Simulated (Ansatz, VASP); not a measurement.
One calculation of W, two programs

The input INCAR:

```
SYSTEM = W
  ALGO = Normal
  EDIFF = 1E-7
  ENCUT = 520
  GGA = PE
  ISIF = 2
  ISMEAR = -1
  LASPH = .True.
  LCHARG = .True.
  LELF = .True.
  LREAL = .False.
  LVHAR = .True.
  LWAVE = .False.
  NBANDS = 13
  NELM = 60
  PREC = Accurate
  SIGMA = 0.1
```

File KPOINTS:

```
k-points
0
Gamma
  8 9 9
  0 0 0
```

File POSCAR:

```
W
1.0
   -1.5885900000      1.5879000000      1.7014500000
    1.5385200000     -1.5344600000      1.5979500000
    1.6148100000      1.5606800000     -1.6480100000
W
1
Direct
    0.0000000000      0.0000000000      0.0000000000
```

Input for Ansatz:

```yaml
crystal:
  lattice:
    - [-1.58859, 1.5879, 1.70145]
    - [1.53852, -1.53446, 1.59795]
    - [1.61481, 1.56068, -1.64801]
  atoms:
    - { symbol: W, position: [0.0, 0.0, 0.0] }
basis:
  ecutwfc: 540.0
  xc_grid: 2
kpoints:
  mp_grid:
    grid: [8, 9, 9]
hamiltonian:
  xc: pbe
scf:
  convergence:
    dr2_threshold: 1.0e-09
  occupations:
    method: fermi_dirac
output:
  forces: true
  stress: true
```

Alike in both runs: task single point; functional PBE; k mesh 8 × 9 × 9; no spin polarisation.

|  | VASP | Ansatz |
| --- | --- | --- |
| version | VASP 6.6.1 | Ansatz 0.2.0 |
| potentials or method | VASP PAW PBE potentials, release 64 (W_sv), cutoff 520 eV | plane waves, PAW |
| occupations | fermi-dirac, width 0.1 eV | fermi-dirac |
| valence electrons in the cell | 14 | 14 |

Ansatz gave:

* pressure (GPa): -3.7
* traceless stress, the component that is largest in VASP (GPa): -9.34

Which values does VASP return?

Pressure (GPa): -3.2; traceless stress, the component that is largest in VASP (GPa): -9.31.

Ansatz's warnings: stress scf threshold loose.

Neither program's run includes spin-orbit coupling.
